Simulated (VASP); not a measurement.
Here is a VASP 6.6.1 calculation.

File INCAR:

```
PREC     = Accurate       # precision mode
ENCUT    = 520            # plane-wave cutoff, eV
EDIFF    = 1E-6           # SCF threshold, eV
ISMEAR   = 1              # smearing method
SIGMA    = 0.05           # smearing width, eV
LREAL    = False          # projectors in reciprocal space
LASPH    = True           # aspherical terms in the spheres
NELM     = 100            # most SCF steps
ALGO     = Normal         # electronic algorithm
ISIF     = 2              # what is computed and relaxed
LWAVE    = False          # write WAVECAR
LCHARG   = False          # write CHGCAR
GGA      = CA             # functional
NBANDS   = 12             # bands
```

The input KPOINTS:

```
regular mesh
0
Gamma
  12 12 12
```

File POSCAR:

```
Ti
1.0
    0.0000000000      2.0567135898      2.0567135898
    2.0567135898      0.0000000000      2.0567135898
    2.0567135898      2.0567135898      0.0000000000
Ti
1
Direct
    0.0000000000      0.0000000000      0.0000000000
```

Potentials or basis: VASP PAW LDA potentials, release 64 (Ti_sv).

Launch:

```bash
$ cat potpaw_LDA.64/Ti_sv/POTCAR > POTCAR
$ mpirun -np 1 vasp_std > vasp.out
```

Problem. Estimate the pressure.

Solution. -8.8 GPa.

Problem. What does it give for the band gap on the k mesh?

Solution. Zero (band 6 reaches 8.80 eV, above the bottom of band 7 at 7.58 eV).
